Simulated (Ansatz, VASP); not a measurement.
**One calculation of Al3B2Sb, two programs**

INCAR

```
PREC = Accurate
ENCUT = 600
EDIFF = 1E-7
ISMEAR = 0
SIGMA = 0.1
LREAL = F
LASPH = T
NELM = 100
ALGO = Normal
ISIF = 3
LWAVE = F
LCHARG = F
GGA = PE
IBRION = 2
NSW = 90
EDIFFG = -0.04
```

The input KPOINTS:

```
regular mesh
0
Gamma
  6 6 4
```

POSCAR

```
Al3B2Sb
1.0
    3.9963606000      0.0000000000      0.0000000000
   -1.9981803000      3.4609498000      0.0000000000
    0.0000000000      0.0000000000      6.9388197200
Al B Sb
3 2 1
Direct
    0.5000000000      0.0000000000      0.3712486300
    0.0000000000      0.5000000000      0.3712486300
    0.5000000000      0.5000000000      0.3712486300
    0.0000000000      0.0000000000      0.2053958400
    0.0000000000      0.0000000000      0.4500360900
    0.0000000000      0.0000000000      0.8855822400
```

Input for Ansatz:

```yaml
crystal:
  lattice:
    - [3.9963606, 0.0, 0.0]
    - [-1.9981803, 3.4609498, 0.0]
    - [0.0, 0.0, 6.93881972]
  atoms:
    - { symbol: Al, position: [0.5, 0.0, 0.37124863] }
    - { symbol: Al, position: [0.0, 0.5, 0.37124863] }
    - { symbol: Al, position: [0.5, 0.5, 0.37124863] }
    - { symbol: B, position: [0.0, 0.0, 0.20539584] }
    - { symbol: B, position: [0.0, 0.0, 0.45003609] }
    - { symbol: Sb, position: [0.0, 0.0, 0.88558224] }
basis:
  ecutwfc: 420
kpoints:
  mp_grid: { grid: [6, 6, 4] }
hamiltonian:
  xc: pbe
scf:
  occupations: { method: gaussian, width: 0.1 }
  lower_state_search: "off"
output:
  forces: true
  stress: true
  eigenvalues: true
relax:
  adjacent_minimum: "off"
  f_tol: 0.04
  max_steps: 70
  cell: { stress_tol: 0.4 }
```

Alike in both runs: task relaxation of cell and atoms; functional PBE; k mesh 6 × 6 × 4; occupations gaussian, width 0.1 eV; no spin polarisation.

|  | VASP | Ansatz |
| --- | --- | --- |
| version | VASP 6.6.1 | Ansatz 0.2.0 |
| potentials or method | VASP PAW PBE potentials, release 64 (Al, B, Sb), cutoff 600 eV | scalar-relativistic, plane waves, PAW |
| valence electrons in the cell | 20 | 30 |

Ansatz gave:

| Property | Result |
| --- | --- |
| gap on the k mesh at the Fermi level, each at its own relaxed structure (eV) | none |
| relaxed volume (Å³/atom) | 21.86 |
| relaxed cell length with the largest relative difference (Å) | 4.986 |

Q: Which values does VASP return?

A: gap on the k mesh at the Fermi level, each at its own relaxed structure (eV): none; relaxed volume (Å³/atom): 21.79; relaxed cell length with the largest relative difference (Å): 4.971.

A gap of «none» marks a metal or a gap that the smearing closes. VASP's potentials hold 20 valence electrons a cell and Ansatz's 30, so a difference there can come from the potentials and not from the codes.

Neither program's run includes spin-orbit coupling. Noted on VASP's run: the volume moved by over 15 % at a fixed basis, so the end points are rough.
